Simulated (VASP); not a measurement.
# ZnO (P6_3mc) in VASP: notebook

The runs below take ZnO through electric field gradients, with PBEsol.

Everything below comes from runs of VASP 6.6.1. Logs are shortened: lines on timing, memory, paths and dates and some standing lists are left out, and cuts for length are marked.

**1. The cell of the first run**

Symmetry: P6_3mc, No. 186, hexagonal system. Conventional cell: a = 3.249 Å, b = 3.249 Å, c = 5.206 Å, α = 90.00°, β = 90.00°, γ = 120.00°. Within 2.6 Å of Zn (site symmetry 3m) lie 4 O at 1.97 to 1.98 Å. O (site symmetry 3m) has 4 Zn at 1.97 to 1.98 Å within 2.6 Å.

**2. Electric field gradients, PBEsol**

Input file INCAR:

```
SYSTEM = ZnO
ALGO = Normal
EDIFF = 1E-8
ENCUT = 1000
GGA = PS
GGA_COMPAT = .FALSE.
ISIF = 2
ISMEAR = -1
LASPH = .TRUE.
LCHARG = .FALSE.
LEFG = .TRUE.
LREAL = .FALSE.
LWAVE = .FALSE.
NBANDS = 26
NELM = 120
PREC = Accurate
SIGMA = 0.02
```

Input file KPOINTS:

```
k-points
0
G
  5 5 3
  0 0 0
```

Input file POSCAR:

```
ZnO
1.0
    3.2493080000      0.0000000000      0.0000000000
   -1.6246540000      2.8139832727      0.0000000000
    0.0000000000      0.0000000000      5.2057090000
Zn O
2 2
Direct
    0.3333333333      0.6666666667      0.5000000000
    0.6666666667      0.3333333333      0.0000000000
    0.6666666667      0.3333333333      0.3790100000
    0.3333333333      0.6666666667      0.8790100000
```

Potentials or basis: VASP PAW PBE potentials, release 64 (Zn, O_h).

On the command line:

```console
cat potpaw_PBE.64/Zn/POTCAR potpaw_PBE.64/O_h/POTCAR > POTCAR
mpirun -np 1 vasp_std > vasp.out
```

OUTCAR:

```text
SYSTEM = ZnO
   EDIFF = 1E-8
   ENCUT = 1000
   GGA = PS
   ISIF = 2
   ISMEAR = -1
   LASPH = .TRUE.
   LREAL = .FALSE.
   NELM = 120
   PREC = Accurate

 ion  position               nearest neighbor table
   1  0.333  0.667  0.500-   4 1.97   3 1.98   3 1.98   3 1.98
   2  0.667  0.333  0.000-   3 1.97   4 1.98   4 1.98   4 1.98
   3  0.667  0.333  0.379-   2 1.97   1 1.98   1 1.98   1 1.98
   4  0.333  0.667  0.879-   1 1.97   2 1.98   2 1.98   2 1.98

  LATTYP: Found a hexagonal cell.
 ALAT       =     3.2493080000
 C/A-ratio  =     1.6020977390

  Lattice vectors:

 A1 = (   3.2493080000,   0.0000000000,   0.0000000000)
 A2 = (  -1.6246540000,   2.8139832727,   0.0000000000)
 A3 = (   0.0000000000,   0.0000000000,   5.2057090000)

Analysis of symmetry for initial positions (statically):
=====================================================================
 Subroutine PRICEL returns:
 Original cell was already a primitive cell.

 Routine SETGRP: Setting up the symmetry group for a
 hexagonal supercell.

 Subroutine GETGRP returns: Found 12 space group operations
 (whereof  6 operations were pure point group operations)
 out of a pool of 24 trial point group operations.

The static configuration has the point symmetry C_3v.
 The point group associated with its full space group is C_6v.

Analysis of symmetry for dynamics (positions and initial velocities):
=====================================================================
 Subroutine PRICEL returns:
 Original cell was already a primitive cell.

 Routine SETGRP: Setting up the symmetry group for a
 hexagonal supercell.

 Subroutine GETGRP returns: Found 12 space group operations
 (whereof  6 operations were pure point group operations)
 out of a pool of 24 trial point group operations.

The dynamic configuration has the point symmetry C_3v.
 The point group associated with its full space group is C_6v.

 Subroutine INISYM returns: Found 12 space group operations
 (whereof  6 operations are pure point group operations),
 and found     1 'primitive' translations

----------------------------------------------------------------------------------------

                                     Primitive cell

  volume of cell :      47.5984

  direct lattice vectors                    reciprocal lattice vectors
     3.249308000  0.000000000  0.000000000     0.307757836  0.177684070  0.000000000
    -1.624654000  2.813983273  0.000000000     0.000000000  0.355368139  0.000000000
     0.000000000  0.000000000  5.205709000     0.000000000  0.000000000  0.192096792

  length of vectors
     3.249308000  3.249308000  5.205709000     0.355368139  0.355368139  0.192096792

  position of ions in fractional coordinates (direct lattice)
     0.333333333  0.666666667  0.500000000
     0.666666667  0.333333333  0.000000000
     0.666666667  0.333333333  0.379010000
     0.333333333  0.666666667  0.879010000

  ion indices of the primitive-cell ions
   primitive index   ion index
                 1           1
                 2           2
                 3           3
                 4           4

----------------------------------------------------------------------------------------

 KPOINTS: k-points

Automatic generation of k-mesh.
 Grid dimensions read from file:
 generate k-points for:    5    5    3

 Generating k-lattice:

  Cartesian coordinates                     Fractional coordinates (reciprocal lattice)
     0.061551567  0.035536814  0.000000000     0.200000000  0.000000000  0.000000000
     0.000000000  0.071073628  0.000000000     0.000000000  0.200000000  0.000000000
     0.000000000  0.000000000  0.064032264     0.000000000  0.000000000  0.333333333

  Length of vectors
     0.071073628  0.071073628  0.064032264

  Shift w.r.t. Gamma in fractional coordinates (k-lattice)
     0.000000000  0.000000000  0.000000000

 Subroutine IBZKPT returns following result:
 ===========================================

 Found     10 irreducible k-points:

 Following reciprocal coordinates:
            Coordinates               Weight
  0.000000  0.000000  0.000000      1.000000
  0.200000 -0.000000  0.000000      6.000000
  0.400000 -0.000000  0.000000      6.000000
  0.200000  0.200000  0.000000      6.000000
  0.400000  0.200000  0.000000      6.000000
  0.000000  0.000000  0.333333      2.000000
  0.200000 -0.000000  0.333333     12.000000
  0.400000 -0.000000  0.333333     12.000000
  0.200000  0.200000  0.333333     12.000000
  0.400000  0.200000  0.333333     12.000000
   k-points           NKPTS =     10   k-points in BZ     NKDIM =     10   number of bands    NBANDS=     26
   number of dos      NEDOS =    301   number of ions     NIONS =      4
   total plane-waves  NPLWV =  69984
   dimension x,y,z NGX =    36 NGY =   36 NGZ =   54
   dimension x,y,z NGXF=    72 NGYF=   72 NGZF=  108
   ions per type =               2   2
   NGX,Y,Z   is equivalent  to a cutoff of  18.42, 18.42, 17.25 a.u.
   NGXF,Y,Z  is equivalent  to a cutoff of  36.84, 36.84, 34.49 a.u.
 SYSTEM =  ZnO
   PREC   = accura    normal or accurate (medium, high low for compatibility)
   ISTART =      0    job   : 0-new  1-cont  2-samecut
   ICHARG =      2    charge: 1-file 2-atom 10-const
   ISPIN  =      1    spin polarized calculation?
   LNONCOLLINEAR =      F non collinear calculations
   LSORBIT =      F    spin-orbit coupling
   LASPH  =      T    aspherical Exc in radial PAW
   ENCUT  = 1000.0 eV  73.50 Ry    8.57 a.u.   8.38  8.38 13.42*2*pi/ulx,y,z
   NELM   =    120;   NELMIN=  2; NELMDL= -5     # of ELM steps
   EDIFF  = 0.1E-07   stopping-criterion for ELM
   LREAL  =      F    real-space projection
   EDIFFG = 0.1E-06   stopping-criterion for IOM
   NSW    =      0    number of steps for IOM
   IBRION =     -1    ionic relax: 0-MD 1-quasi-New 2-CG
   NFREE  =      0    steps in history (QN), initial steepest desc. (CG)
   ISIF   =      2    stress and relaxation
   ISYM   =      2    0-nonsym 1-usesym 2-fastsym
   POTIM  = 0.5000    time-step for ionic-motion
   TEBEG  =    0.0;   TEEND  =   0.0 temperature during run
   PSTRESS=    0.0 pullay stress
   NELECT =      36.0000    total number of electrons
   NUPDOWN=      -1.0000    fix difference up-down
   EMIN   =  10.00;   EMAX   =-10.00  energy-range for DOS
   EFERMI =   0.00;   METHOD = LEGACY
   ISMEAR =    -1;   SIGMA  =   0.02  broadening in eV -4-tet -1-fermi 0-gaus
   EFERMI_NEDOS =   21; number of points for ismear=-14 and -15
   IALGO  =     38    algorithm
   IMIX   =      4    mixing-type and parameters
     AMIX     =   0.40;   BMIX     =  1.00
     AMIX_MAG =   1.60;   BMIX_MAG =  1.00
  volume/ion in A,a.u.               =      11.90        80.30
  Fermi-wavevector in a.u.,A,eV,Ry     =   1.491574  2.818667 30.270160  2.224794
  Thomas-Fermi vector in A             =   2.604212
   LORBIT       =      0    0 simple, 1 ext, 2 COOP (PROOUT), +10 PAW based schemes
   GGA     = PS    functional components
   LHFCALC =     F    Hartree Fock is set to
   AEXX    =    0.0000 exact exchange contribution
   IVDW    =     0    specifies the selected vdW correction
   LEPSILON=     F    determine dielectric tensor
   LRPA    =     F    only Hartree local field effects (RPA)
 non-spin polarized calculation
  energy-cutoff  :     1000.00
  volume of cell :       47.60
 maximum number of plane-waves:      3441
 NGX is ok and might be reduce to    36
   NGX = 17   NGY = 17   NGZ = 27

 number of electron      36.0000000 magnetization

 Free energy of the ion-electron system (eV)
  ---------------------------------------------------
  ext. energy  EPLUGINS =         0.00000000
  ---------------------------------------------------
  free energy    TOTEN  =       -19.41573977 eV

  energy without entropy =      -19.41573976  energy(sigma->0) =      -19.41573977

 E-fermi :   1.7231     XC(G=0): -11.1878

 val. band max:        1.3735595536   @ k =   0.0000   0.0000   0.0000
 cond. band min:       2.0574285041   @ k =   0.0000   0.0000   0.0000
 fundamental gap:      0.6838689505
 Fermi energy:         1.7231297630

 k-point     1 :       0.0000    0.0000    0.0000
  band No.  band energies     occupation
      1     -16.6642      2.00000
      2     -15.9123      2.00000
      3      -4.3335      2.00000
      4      -4.3335      2.00000
      5      -4.3333      2.00000
      6      -4.2943      2.00000
[... 18 lines left out ...]
     25      15.3774      0.00000
     26      15.3774      0.00000

 k-point     2 :       0.2000   -0.0000    0.0000
  band No.  band energies     occupation
      1     -16.4550      2.00000
      2     -15.8270      2.00000
      3      -4.5463      2.00000
      4      -4.2365      2.00000
      5      -4.2243      2.00000
      6      -4.1397      2.00000
[... 18 lines left out ...]
     25      15.0038      0.00000
     26      15.5416      0.00000

 k-point     3 :       0.4000   -0.0000    0.0000
  band No.  band energies     occupation
      1     -16.0528      2.00000
      2     -15.7299      2.00000
      3      -4.6498      2.00000
      4      -4.3472      2.00000
      5      -4.0962      2.00000
      6      -3.8287      2.00000
[... 18 lines left out ...]
     25      14.5253      0.00000
     26      15.3901      0.00000

 k-point     4 :       0.2000    0.2000    0.0000
  band No.  band energies     occupation
      1     -16.1439      2.00000
      2     -15.7386      2.00000
      3      -4.5104      2.00000
      4      -4.3632      2.00000
      5      -4.0722      2.00000
      6      -3.9938      2.00000
[... 18 lines left out ...]
     25      13.2628      0.00000
     26      16.2156      0.00000

 k-point     5 :       0.4000    0.2000    0.0000
  band No.  band energies     occupation
      1     -15.8865      2.00000
      2     -15.7416      2.00000
      3      -4.4415      2.00000
      4      -4.1102      2.00000
      5      -4.0122      2.00000
      6      -3.8711      2.00000
[... 18 lines left out ...]
     25      13.9047      0.00000
     26      14.5560      0.00000

 k-point     6 :       0.0000    0.0000    0.3333
  band No.  band energies     occupation
      1     -16.4842      2.00000
      2     -16.1084      2.00000
      3      -4.5747      2.00000
      4      -4.4778      2.00000
      5      -4.3041      2.00000
      6      -4.3041      2.00000
[... 18 lines left out ...]
     25      14.7571      0.00000
     26      14.7571      0.00000

 k-point     7 :       0.2000   -0.0000    0.3333
  band No.  band energies     occupation
      1     -16.3010      2.00000
      2     -15.9867      2.00000
      3      -4.6605      2.00000
      4      -4.5859      2.00000
      5      -4.1784      2.00000
      6      -4.1752      2.00000
[... 18 lines left out ...]
     25      14.4963      0.00000
     26      14.9789      0.00000

 k-point     8 :       0.4000   -0.0000    0.3333
  band No.  band energies     occupation
      1     -15.9665      2.00000
      2     -15.8045      2.00000
      3      -4.7761      2.00000
      4      -4.6659      2.00000
      5      -3.9985      2.00000
      6      -3.8918      2.00000
[... 18 lines left out ...]
     25      14.7003      0.00000
     26      15.1352      0.00000

 k-point     9 :       0.2000    0.2000    0.3333
  band No.  band energies     occupation
      1     -16.0388      2.00000
      2     -15.8356      2.00000
      3      -4.6598      2.00000
      4      -4.5792      2.00000
      5      -4.0852      2.00000
      6      -4.0738      2.00000
[... 18 lines left out ...]
     25      13.8780      0.00000
     26      15.9457      0.00000

 k-point    10 :       0.4000    0.2000    0.3333
  band No.  band energies     occupation
      1     -15.8422      2.00000
      2     -15.7695      2.00000
      3      -4.5433      2.00000
      4      -4.4522      2.00000
      5      -4.1187      2.00000
      6      -3.9000      2.00000
[... 18 lines left out ...]
     25      15.0430      0.00000
     26      15.7746      0.00000

------------------------ aborting loop because EDIFF is reached ----------------------------------------

  FORCE on cell =-STRESS in cart. coord.  units (eV):
  Direction    XX          YY          ZZ          XY          YZ          ZX
  --------------------------------------------------------------------------------------
  -------------------------------------------------------------------------------------
  Total       -0.2852981     -0.2852981      0.1985651      0.0000000      0.0000000     -0.0000000
  in kB       -9.6032277     -9.6032277      6.6837674      0.0000000      0.0000000     -0.0000000
  external PRESSURE =      -4.1742293 kB  Pullay stress =       0.0000000 kB

 VOLUME and BASIS-vectors are now :
 -----------------------------------------------------------------------------
  energy-cutoff  :     1000.00
  volume of cell :       47.60
      direct lattice vectors                 reciprocal lattice vectors
     3.249308000  0.000000000  0.000000000     0.307757836  0.177684070  0.000000000
    -1.624654000  2.813983273  0.000000000     0.000000000  0.355368139  0.000000000
     0.000000000  0.000000000  5.205709000     0.000000000  0.000000000  0.192096792

 POSITION                                       TOTAL-FORCE (eV/Angst)
 -----------------------------------------------------------------------------------
     -0.00000      1.87599      2.60285         0.000000     -0.000000     -0.064866
      1.62465      0.93799      0.00000        -0.000000      0.000000     -0.064866
      1.62465      0.93799      1.97302         0.000000      0.000000      0.064866
     -0.00000      1.87599      4.57587        -0.000000     -0.000000      0.064866
 -----------------------------------------------------------------------------------
    total drift:                                0.000000     -0.000000      0.000295

  FREE ENERGIE OF THE ION-ELECTRON SYSTEM (eV)
  ---------------------------------------------------
  free  energy   TOTEN  =       -19.4157397656 eV

  energy  without entropy=      -19.4157397646  energy(sigma->0) =      -19.41573977

 Electric field gradients (V/A^2)
---------------------------------------------------------------------
 ion       V_xx      V_yy      V_zz      V_xy      V_xz      V_yz
---------------------------------------------------------------------
   1      -0.511    -0.510     1.021     0.001    -0.000     0.000
   2      -0.511    -0.510     1.021     0.001     0.000    -0.000
   3       0.800     0.798    -1.599    -0.002    -0.000     0.000
   4       0.800     0.798    -1.599    -0.002     0.000    -0.000
---------------------------------------------------------------------

 Electric field gradients after diagonalization (V/A^2)
 (convention: |V_zz| > |V_xx| > |V_yy|)
----------------------------------------------------------------------
 ion       V_xx      V_yy      V_zz     asymmetry (V_yy - V_xx)/ V_zz
----------------------------------------------------------------------
   1      -0.512    -0.509     1.021       0.002
   2      -0.512    -0.509     1.021       0.002
   3       0.802     0.797    -1.599       0.003
   4       0.802     0.797    -1.599       0.003
----------------------------------------------------------------------

           NMR quadrupolar parameters

 Cq : quadrupolar parameter    Cq=e*Q*V_zz/h
 eta: asymmetry parameters     (V_yy - V_xx)/ V_zz
 Q  : nuclear electric quadrupole moment in mb (millibarn)
----------------------------------------------------------------------
 ion       Cq(MHz)       eta       Q (mb)
----------------------------------------------------------------------
   1       0.002       0.002       1.000
   2       0.002       0.002       1.000
   3      -0.004       0.003       1.000
   4      -0.004       0.003       1.000
----------------------------------------------------------------------
```

Wall time 40 s (1 thread of Intel Xeon Platinum 8259CL at 2.50GHz (Skylake/Cascade Lake), shared host); peak memory 0.25 GiB.

What came out:

```
Free energy                             : -19.4157 eV
Pressure                                : -0.4 GPa
Largest force                           : 0.065 eV/Å
Band gap on the k mesh                  : 0.68 eV
Largest electric field gradient by atom : Zn +1.0; O -1.6 V/Å²
```

Forces on the atoms (eV/Å):
```
Zn   0.000  0.000 -0.065
Zn   0.000  0.000 -0.065
O    0.000  0.000  0.065
O    0.000  0.000  0.065
```

Levels at points of the mesh, in eV from the valence-band top:
```tsv
k point	band 14	band 15	band 16	band 17	band 18	band 19	band 20	band 21	band 22	band 23
(0.00, 0.00, 0.00)	-0.82	-0.82	-0.07	0.00	0.00	0.68	5.10	8.14	12.72	12.72
```

Electric field gradients, principal values (V/Å²):
| atom | least | middle | greatest (by size) |
| --- | --- | --- | --- |
| 1 Zn | -0.509 | -0.512 | 1.021 |
| 2 Zn | -0.509 | -0.512 | 1.021 |
| 3 O | 0.797 | 0.802 | -1.599 |
| 4 O | 0.797 | 0.802 | -1.599 |

Caveat: the k points lie up to 0.45 Å⁻¹ apart; semilocal functionals underestimate gaps, and a narrow one can read as zero; without QUAD_EFG the Cq values of the log hold for a quadrupole moment of 1 mb, not for the nuclei; the PAW data sets were made with another functional, which shifts forces and pressure a little.

(Continued in part 2 of 2.)
